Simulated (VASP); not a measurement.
Wanted: the native input for a VASP 6.6.1 run.

| Quantity | Value |
| --- | --- |
| Task | single point |
| Functional | PBE |
| Potentials or basis | VASP PAW PBE potentials, release 64 (N) |
| Cutoff | 520 eV |
| k mesh | 58 × 58 × 58 |
| Occupations | fermi-dirac, width 0.0612256 eV |
| Spin | no spin polarisation |
| Dipole correction | no |
| Further INCAR settings | ALGO = Normal; EDIFF = 1e-07; NBANDS = 8 |

The structure of N lies in POSCAR:

```
N
1.0
    1.8523000950      0.0000000000      0.0000000000
    0.0000000000      1.8523000950      0.0000000000
    0.0000000000      0.0000000000      1.8523000950
N
1
Direct
    0.0000000000      0.0000000000      0.0000000000
```

These files were run (other wordings do the same):

INCAR

```
SYSTEM = N
  PREC = Accurate
  ENCUT = 520
  EDIFF = 1E-7
  ISMEAR = -1
  SIGMA = 0.06122561905347299
  LREAL = .FALSE.
  LASPH = .TRUE.
  NELM = 80
  ALGO = Normal
  ISIF = 2
  LWAVE = .FALSE.
  LCHARG = .FALSE.
  GGA = PE
  NBANDS = 8
```

KPOINTS

```
Automatic mesh
0
G
  58 58 58
  0 0 0
```

Potentials or basis: VASP PAW PBE potentials, release 64 (N).

The run is started by

```console
$ cat potpaw_PBE.64/N/POTCAR > POTCAR
$ mpirun -np 1 vasp_std > vasp.out
```

It gave:

| Property | Result |
| --- | --- |
| Pressure | 4.4 GPa |
| Band gap on the k mesh | zero (an odd number of electrons rules out a gap without spin polarisation) |

Caveat: the cell stands under pressure.

Wall time 98 s on 1 thread of Intel Xeon 8259CL (shared host), peak memory 0.3 GiB.
